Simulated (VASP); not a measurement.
# Mo (I4/mmm) in VASP: notebook

Runs on Mo. Level: r2SCAN. Tasks: single point.

Program: VASP 6.6.1. These are calculated values, not measurements. Logs are shortened: lines on timing, memory, paths and dates and some standing lists are left out, and cuts for length are marked.

## (1) The cell of the first run

Symmetry: I4/mmm, No. 139, tetragonal system. The conventional cell has a = 3.142 Å, b = 3.142 Å, c = 2.953 Å, α = 90.00°, β = 90.00°, γ = 90.00°. Within 3.5 Å of Mo (site symmetry 4/mmm) lie 14 Mo at 2.67 to 3.14 Å.

## (2) Single point, r2SCAN (strain -0.0600 x Voigt [0, 1, 0, 0, 0, 0])

Contents of POSCAR:

```
Mo
1.0
   -1.5710000000      1.4767400000      1.5710000000
    1.5710000000     -1.4767400000      1.5710000000
    1.5710000000      1.4767400000     -1.5710000000
Mo
1
Direct
    0.0000000000      0.0000000000      0.0000000000
```

Contents of INCAR.step1:

```
SYSTEM = Mo
PREC = Accurate
ENCUT = 520
ISMEAR = 0
SIGMA = 0.15
LREAL = .FALSE.
LASPH = .TRUE.
NELM = 100
NBANDS = 13
GGA = PE
ALGO = Normal
EDIFF = 1E-4
LWAVE = .TRUE.
LCHARG = .FALSE.
```

Contents of INCAR.step2:

```
SYSTEM = Mo
PREC = Accurate
ENCUT = 520
EDIFF = 1E-6
ISMEAR = 0
SIGMA = 0.15
LREAL = .FALSE.
LASPH = .TRUE.
NELM = 100
ALGO = Normal
ISIF = 2
LWAVE = .FALSE.
LCHARG = .FALSE.
METAGGA = R2SCAN
LMIXTAU = .TRUE.
NBANDS = 13
ISTART = 1
```

Contents of KPOINTS:

```
Automatic mesh
0
G
  22 22 22
  0 0 0
```

Potentials or basis: VASP PAW PBE potentials, release 64 (Mo_sv).

Run with:

```
> cat potpaw_PBE.64/Mo_sv/POTCAR > POTCAR
> cp INCAR.step1 INCAR
> mpirun -np 1 vasp_std > vasp.out
> cp INCAR.step2 INCAR
> mpirun -np 1 vasp_std > vasp.out
```

OUTCAR:

```text
SYSTEM = Mo
   PREC = Accurate
   ENCUT = 520
   EDIFF = 1E-6
   ISMEAR = 0
   LREAL = .FALSE.
   LASPH = .TRUE.
   NELM = 100
   ISIF = 2
   METAGGA = R2SCAN
   ISTART = 1

 ion  position               nearest neighbor table
   1  0.000  0.000  0.000-

  LATTYP: Found a body centered tetragonal cell.
 ALAT       =     3.1420000000
 C/A-ratio  =     0.9400000000

  Lattice vectors:

 A1 = (  -1.5710000000,  -1.4767400000,   1.5710000000)
 A2 = (   1.5710000000,  -1.4767400000,  -1.5710000000)
 A3 = (   1.5710000000,   1.4767400000,   1.5710000000)

Analysis of symmetry for initial positions (statically):
=====================================================================
 Subroutine PRICEL returns:
 Original cell was already a primitive cell.

 Routine SETGRP: Setting up the symmetry group for a
 body centered tetragonal supercell.

 Subroutine GETGRP returns: Found 16 space group operations
 (whereof 16 operations were pure point group operations)
 out of a pool of 16 trial point group operations.

The static configuration has the point symmetry D_4h.

Analysis of symmetry for dynamics (positions and initial velocities):
=====================================================================
 Subroutine PRICEL returns:
 Original cell was already a primitive cell.

 Routine SETGRP: Setting up the symmetry group for a
 body centered tetragonal supercell.

 Subroutine GETGRP returns: Found 16 space group operations
 (whereof 16 operations were pure point group operations)
 out of a pool of 16 trial point group operations.

The dynamic configuration has the point symmetry D_4h.

 Subroutine INISYM returns: Found 16 space group operations
 (whereof 16 operations are pure point group operations),
 and found     1 'primitive' translations

----------------------------------------------------------------------------------------

                                     Primitive cell

  volume of cell :      14.5786

  direct lattice vectors                    reciprocal lattice vectors
    -1.571000000  1.476740000  1.571000000     0.000000000  0.338583637  0.318268619
     1.571000000 -1.476740000  1.571000000     0.318268619  0.000000000  0.318268619
     1.571000000  1.476740000 -1.571000000     0.318268619  0.338583637  0.000000000

  length of vectors
     2.667741185  2.667741185  2.667741185     0.464686769  0.450099797  0.464686769

  position of ions in fractional coordinates (direct lattice)
     0.000000000  0.000000000  0.000000000

  ion indices of the primitive-cell ions
   primitive index   ion index
                 1           1

----------------------------------------------------------------------------------------

 KPOINTS: Automatic mesh

Automatic generation of k-mesh.
 Grid dimensions read from file:
 generate k-points for:   22   22   22

 Generating k-lattice:

  Cartesian coordinates                     Fractional coordinates (reciprocal lattice)
     0.000000000  0.015390165  0.014466755     0.045454545  0.000000000 -0.000000000
     0.014466755  0.000000000  0.014466755     0.000000000  0.045454545  0.000000000
     0.014466755  0.015390165  0.000000000    -0.000000000  0.000000000  0.045454545

  Length of vectors
     0.021122126  0.020459082  0.021122126

  Shift w.r.t. Gamma in fractional coordinates (k-lattice)
     0.000000000  0.000000000  0.000000000

 Subroutine IBZKPT returns following result:
 ===========================================

 Found    834 irreducible k-points:

 Following reciprocal coordinates:
            Coordinates               Weight
  0.000000  0.000000  0.000000      1.000000
  0.045455 -0.000000  0.000000      8.000000
  0.090909 -0.000000  0.000000      8.000000
  0.136364 -0.000000  0.000000      8.000000
  0.181818  0.000000  0.000000      8.000000
  0.227273 -0.000000  0.000000      8.000000
[... 16 lines left out ...]
  0.454545  0.045455  0.000000     16.000000
  0.500000  0.045455  0.000000     16.000000
 [... further k-points ...]
   k-points           NKPTS =    834   k-points in BZ     NKDIM =    834   number of bands    NBANDS=     13
   number of dos      NEDOS =    301   number of ions     NIONS =      1
   total plane-waves  NPLWV =   8000
   dimension x,y,z NGX =    20 NGY =   20 NGZ =   20
   dimension x,y,z NGXF=    40 NGYF=   40 NGZF=   40
   ions per type =               1
   NGX,Y,Z   is equivalent  to a cutoff of  12.46, 12.46, 12.46 a.u.
   NGXF,Y,Z  is equivalent  to a cutoff of  24.93, 24.93, 24.93 a.u.
 SYSTEM =  Mo
   PREC   = accura    normal or accurate (medium, high low for compatibility)
   ISTART =      1    job   : 0-new  1-cont  2-samecut
   ICHARG =      0    charge: 1-file 2-atom 10-const
   ISPIN  =      1    spin polarized calculation?
   LNONCOLLINEAR =      F non collinear calculations
   LSORBIT =      F    spin-orbit coupling
   LASPH  =      T    aspherical Exc in radial PAW
   ENCUT  =  520.0 eV  38.22 Ry    6.18 a.u.   4.96  4.96  4.96*2*pi/ulx,y,z
   NELM   =    100;   NELMIN=  2; NELMDL=  0     # of ELM steps
   EDIFF  = 0.1E-05   stopping-criterion for ELM
   LREAL  =      F    real-space projection
   EDIFFG = 0.1E-04   stopping-criterion for IOM
   NSW    =      0    number of steps for IOM
   IBRION =     -1    ionic relax: 0-MD 1-quasi-New 2-CG
   NFREE  =      0    steps in history (QN), initial steepest desc. (CG)
   ISIF   =      2    stress and relaxation
   ISYM   =      2    0-nonsym 1-usesym 2-fastsym
   POTIM  = 0.5000    time-step for ionic-motion
   TEBEG  =    0.0;   TEEND  =   0.0 temperature during run
   PSTRESS=    0.0 pullay stress
   NELECT =      14.0000    total number of electrons
   NUPDOWN=      -1.0000    fix difference up-down
   EMIN   =  10.00;   EMAX   =-10.00  energy-range for DOS
   EFERMI =   0.00;   METHOD = LEGACY
   ISMEAR =     0;   SIGMA  =   0.15  broadening in eV -4-tet -1-fermi 0-gaus
   EFERMI_NEDOS =   21; number of points for ismear=-14 and -15
   IALGO  =     38    algorithm
   IMIX   =      4    mixing-type and parameters
     AMIX     =   0.40;   BMIX     =  1.00
     AMIX_MAG =   1.60;   BMIX_MAG =  1.00
  volume/ion in A,a.u.               =      14.58        98.38
  Fermi-wavevector in a.u.,A,eV,Ry     =   1.615147  3.052185 35.493514  2.608700
  Thomas-Fermi vector in A             =   2.709942
   LORBIT       =      0    0 simple, 1 ext, 2 COOP (PROOUT), +10 PAW based schemes
   METAGGA = R2SCAN    functional components
   LHFCALC =     F    Hartree Fock is set to
   AEXX    =    0.0000 exact exchange contribution
   IVDW    =     0    specifies the selected vdW correction
   LEPSILON=     F    determine dielectric tensor
   LRPA    =     F    only Hartree local field effects (RPA)
 non-spin polarized calculation
 Gauss-broadening in eV      SIGMA  =   0.15
  energy-cutoff  :      520.00
  volume of cell :       14.58
 maximum number of plane-waves:       409
   NGX =  9   NGY =  9   NGZ =  9

 number of electron      14.0000002 magnetization

 Free energy of the ion-electron system (eV)
  ---------------------------------------------------
  ext. energy  EPLUGINS =         0.00000000
  ---------------------------------------------------
  free energy    TOTEN  =       -25.95818327 eV

  energy without entropy =      -25.95186235  energy(sigma->0) =      -25.95502281

 E-fermi :  13.7336     XC(G=0): -15.0826

 val. band max:       13.7317929137   @ k =  -0.1364   0.3182   0.1364
 cond. band min:      13.7387480901   @ k =  -0.1818   0.4545   0.1818
 fundamental gap:      0.0069551765
 Fermi energy:        13.7335852889

 k-point     1 :       0.0000    0.0000    0.0000
  band No.  band energies     occupation
      1     -49.5313      2.00000
      2     -21.8209      2.00000
      3     -21.8209      2.00000
      4     -21.7897      2.00000
      5       5.8472      2.00000
      6      11.6093      2.00000
      7      12.4771      2.00000
      8      12.4771      2.00000
      9      15.1314      0.00000
     10      16.2618      0.00000
     11      28.8911      0.00000
     12      28.8911      0.00000
     13      30.2841      0.00000

 k-point     2 :       0.0455   -0.0000    0.0000
  band No.  band energies     occupation
      1     -49.5235      2.00000
      2     -21.8508      2.00000
      3     -21.8337      2.00000
      4     -21.8022      2.00000
      5       5.9549      2.00000
      6      11.6286      2.00000
      7      12.4569      2.00000
      8      12.4890      2.00000
      9      15.1237      0.00000
     10      16.1797      0.00000
     11      29.0689      0.00000
     12      29.0776      0.00000
     13      30.4053      0.00000

 k-point     3 :       0.0909   -0.0000    0.0000
  band No.  band energies     occupation
      1     -49.5007      2.00000
      2     -21.9658      2.00000
      3     -21.8710      2.00000
      4     -21.8102      2.00000
      5       6.2665      2.00000
      6      11.6024      2.00000
      7      12.3845      2.00000
      8      12.6173      2.00000
      9      15.1072      0.00000
     10      15.9906      0.00000
     11      29.5146      0.00000
     12      29.6242      0.00000
     13      30.7478      0.00000
[... 305 lines left out ...]
 k-point    23 :       0.4545    0.0455    0.0000
  band No.  band energies     occupation
      1     -49.1352      2.00000
      2     -23.6485      2.00000
      3     -22.4325      2.00000
      4     -21.8871      2.00000
      5       7.7111      2.00000
      6       9.5415      2.00000
      7      15.3166      0.00000
      8      15.8550      0.00000
      9      17.1557      0.00000
     10      19.3130      0.00000
     11      26.4748      0.00000
     12      27.4167      0.00000
     13      32.3929      0.00000

 k-point    24 :       0.5000    0.0455    0.0000
  band No.  band energies     occupation
      1     -49.1346      2.00000
      2     -23.6510      2.00000
      3     -22.4318      2.00000
      4     -21.8887      2.00000
      5       7.7094      2.00000
      6       9.5373      2.00000
      7      15.1979      0.00000
      8      15.9942      0.00000
      9      17.1888      0.00000
     10      19.2979      0.00000
     11      26.4982      0.00000
     12      27.3413      0.00000
     13      32.4053      0.00000

 [... further k-points ...]

------------------------ aborting loop because EDIFF is reached ----------------------------------------

  FORCE on cell =-STRESS in cart. coord.  units (eV):
  Direction    XX          YY          ZZ          XY          YZ          ZX
  --------------------------------------------------------------------------------------
  -------------------------------------------------------------------------------------
  Total        1.4735344      3.6356286      1.4735344      0.0000000      0.0000000      0.0000000
  in kB      161.9401225    399.5523553    161.9401225      0.0000000      0.0000000      0.0000000
  external PRESSURE =     241.1442001 kB  Pullay stress =       0.0000000 kB

 VOLUME and BASIS-vectors are now :
 -----------------------------------------------------------------------------
  energy-cutoff  :      520.00
  volume of cell :       14.58
      direct lattice vectors                 reciprocal lattice vectors
    -1.571000000  1.476740000  1.571000000     0.000000000  0.338583637  0.318268619
     1.571000000 -1.476740000  1.571000000     0.318268619  0.000000000  0.318268619
     1.571000000  1.476740000 -1.571000000     0.318268619  0.338583637  0.000000000

 POSITION                                       TOTAL-FORCE (eV/Angst)
 -----------------------------------------------------------------------------------
      0.00000      0.00000      0.00000         0.000000     -0.000000     -0.000000
 -----------------------------------------------------------------------------------
    total drift:                                0.000000     -0.000000     -0.000000

  FREE ENERGIE OF THE ION-ELECTRON SYSTEM (eV)
  ---------------------------------------------------
  free  energy   TOTEN  =       -25.9581832680 eV

  energy  without entropy=      -25.9518623514  energy(sigma->0) =      -25.95502281
```

Run time: 6.3 min. Hardware: 1 thread of Intel Xeon Platinum 8375C at 2.90GHz (Ice Lake), shared host; peak memory 0.25 GiB.

Results:

* Free energy: -25.9582 eV
* Pressure: 24.1 GPa
* Band gap on the k mesh: zero (bands 7 and 8 overlap by 5.96 eV)

Caveat: the cell differs from its parent crystal (strain -0.0600 x Voigt [0, 1, 0, 0, 0, 0]); the stress differs along the axes, from 16 to 40 GPa; the PAW data sets were made with another functional, which shifts forces and pressure a little.

## (3) Single point, r2SCAN (strain -0.0450 x Voigt [0, 1, 0, 0, 0, 0])

Contents of POSCAR:

```
Mo
1.0
   -1.5710000000      1.5003050000      1.5710000000
    1.5710000000     -1.5003050000      1.5710000000
    1.5710000000      1.5003050000     -1.5710000000
Mo
1
Direct
    0.0000000000      0.0000000000      0.0000000000
```

Contents of INCAR.step1:

```
SYSTEM = Mo
PREC = Accurate
ENCUT = 520
ISMEAR = 0
SIGMA = 0.15
LREAL = .False.
LASPH = .True.
NELM = 60
NBANDS = 13
GGA = PE
ALGO = Normal
EDIFF = 1E-4
LWAVE = .True.
LCHARG = .False.
```

Contents of INCAR.step2:

```
SYSTEM = Mo
PREC = Accurate
ENCUT = 520
EDIFF = 1E-6
ISMEAR = 0
SIGMA = 0.15
LREAL = .False.
LASPH = .True.
NELM = 60
ALGO = Normal
ISIF = 2
LWAVE = .False.
LCHARG = .False.
METAGGA = R2SCAN
LMIXTAU = .True.
NBANDS = 13
ISTART = 1
```

Contents of KPOINTS:

```
Automatic mesh
0
Gamma
  22 22 22
  0 0 0
```

Potentials or basis: VASP PAW PBE potentials, release 64 (Mo_sv).

Run with:

```
> cat potpaw_PBE.64/Mo_sv/POTCAR > POTCAR
> cp INCAR.step1 INCAR
> mpirun -np 1 vasp_std > vasp.out
> cp INCAR.step2 INCAR
> mpirun -np 1 vasp_std > vasp.out
```

OUTCAR:

```text
SYSTEM = Mo
   PREC = Accurate
   ENCUT = 520
   EDIFF = 1E-6
   ISMEAR = 0
   LREAL = .False.
   LASPH = .True.
   NELM = 60
   ISIF = 2
   METAGGA = R2SCAN
   ISTART = 1

 ion  position               nearest neighbor table
   1  0.000  0.000  0.000-

  LATTYP: Found a body centered tetragonal cell.
 ALAT       =     3.1420000000
 C/A-ratio  =     0.9550000000

  Lattice vectors:

 A1 = (  -1.5710000000,  -1.5003050000,   1.5710000000)
 A2 = (   1.5710000000,  -1.5003050000,  -1.5710000000)
 A3 = (   1.5710000000,   1.5003050000,   1.5710000000)

Analysis of symmetry for initial positions (statically):
=====================================================================
 Subroutine PRICEL returns:
 Original cell was already a primitive cell.

 Routine SETGRP: Setting up the symmetry group for a
 body centered tetragonal supercell.

 Subroutine GETGRP returns: Found 16 space group operations
 (whereof 16 operations were pure point group operations)
 out of a pool of 16 trial point group operations.

The static configuration has the point symmetry D_4h.

Analysis of symmetry for dynamics (positions and initial velocities):
=====================================================================
 Subroutine PRICEL returns:
 Original cell was already a primitive cell.

 Routine SETGRP: Setting up the symmetry group for a
 body centered tetragonal supercell.

 Subroutine GETGRP returns: Found 16 space group operations
 (whereof 16 operations were pure point group operations)
 out of a pool of 16 trial point group operations.

The dynamic configuration has the point symmetry D_4h.

 Subroutine INISYM returns: Found 16 space group operations
 (whereof 16 operations are pure point group operations),
 and found     1 'primitive' translations

----------------------------------------------------------------------------------------

                                     Primitive cell

  volume of cell :      14.8113

  direct lattice vectors                    reciprocal lattice vectors
    -1.571000000  1.500305000  1.571000000     0.000000000  0.333265569  0.318268619
     1.571000000 -1.500305000  1.571000000     0.318268619  0.000000000  0.318268619
[... 114 lines left out ...]
 non-spin polarized calculation
 Gauss-broadening in eV      SIGMA  =   0.15
  energy-cutoff  :      520.00
  volume of cell :       14.81
 maximum number of plane-waves:       418
   NGX =  9   NGY =  9   NGZ =  9

 number of electron      13.9999999 magnetization

 Free energy of the ion-electron system (eV)
  ---------------------------------------------------
  ext. energy  EPLUGINS =         0.00000000
  ---------------------------------------------------
  free energy    TOTEN  =       -26.00874051 eV

  energy without entropy =      -26.00247084  energy(sigma->0) =      -26.00560567

 E-fermi :  13.4585     XC(G=0): -14.9809

 val. band max:       13.4583813418   @ k =  -0.2727   0.4091   0.2727
 cond. band min:      13.4617783471   @ k =   0.4091   0.1364   0.0000
 fundamental gap:      0.0033970052
 Fermi energy:        13.4585425542

 k-point     1 :       0.0000    0.0000    0.0000
  band No.  band energies     occupation
      1     -49.7945      2.00000
      2     -22.1284      2.00000
      3     -22.1284      2.00000
      4     -22.1074      2.00000
      5       5.6191      2.00000
      6      11.5153      2.00000
      7      12.1419      2.00000
      8      12.1419      2.00000
      9      15.0143      0.00000
     10      15.8287      0.00000
     11      28.7009      0.00000
     12      28.7009      0.00000
     13      29.7193      0.00000
[... 354 lines left out ...]
  band No.  band energies     occupation
      1     -49.4247      2.00000
      2     -23.8756      2.00000
      3     -22.7092      2.00000
      4     -22.1818      2.00000
      5       7.5538      2.00000
      6       9.4187      2.00000
      7      14.8509      0.00000
      8      15.6409      0.00000
      9      16.7078      0.00000
     10      18.9114      0.00000
     11      26.1932      0.00000
     12      26.7439      0.00000
     13      32.0504      0.00000

 [... further k-points ...]

------------------------ aborting loop because EDIFF is reached ----------------------------------------

  FORCE on cell =-STRESS in cart. coord.  units (eV):
  Direction    XX          YY          ZZ          XY          YZ          ZX
  --------------------------------------------------------------------------------------
  -------------------------------------------------------------------------------------
  Total        1.1552630      2.7477362      1.1552630      0.0000000      0.0000000      0.0000000
  in kB      124.9682002    297.2307207    124.9682002      0.0000000      0.0000000      0.0000000
  external PRESSURE =     182.3890404 kB  Pullay stress =       0.0000000 kB

 VOLUME and BASIS-vectors are now :
 -----------------------------------------------------------------------------
  energy-cutoff  :      520.00
  volume of cell :       14.81
      direct lattice vectors                 reciprocal lattice vectors
    -1.571000000  1.500305000  1.571000000     0.000000000  0.333265569  0.318268619
     1.571000000 -1.500305000  1.571000000     0.318268619  0.000000000  0.318268619
     1.571000000  1.500305000 -1.571000000     0.318268619  0.333265569  0.000000000

 POSITION                                       TOTAL-FORCE (eV/Angst)
 -----------------------------------------------------------------------------------
      0.00000      0.00000      0.00000        -0.000000      0.000000     -0.000000
 -----------------------------------------------------------------------------------
    total drift:                                0.000000     -0.000000      0.000000

  FREE ENERGIE OF THE ION-ELECTRON SYSTEM (eV)
  ---------------------------------------------------
  free  energy   TOTEN  =       -26.0087405059 eV

  energy  without entropy=      -26.0024708373  energy(sigma->0) =      -26.00560567
```

Run time: 7.3 min. Hardware: 1 thread of Intel Xeon Platinum 8375C at 2.90GHz (Ice Lake), shared host; peak memory 0.26 GiB.

What came out:

- Free energy: -26.0087 eV
- Pressure: 18.2 GPa
- Band gap on the k mesh: zero (bands 7 and 8 overlap by 5.89 eV)

Caveat: the cell differs from its parent crystal (strain -0.0450 x Voigt [0, 1, 0, 0, 0, 0]); the stress differs along the axes, from 12 to 30 GPa; the PAW data sets were made with another functional, which shifts forces and pressure a little.

(Continued in part 2 of 2.)
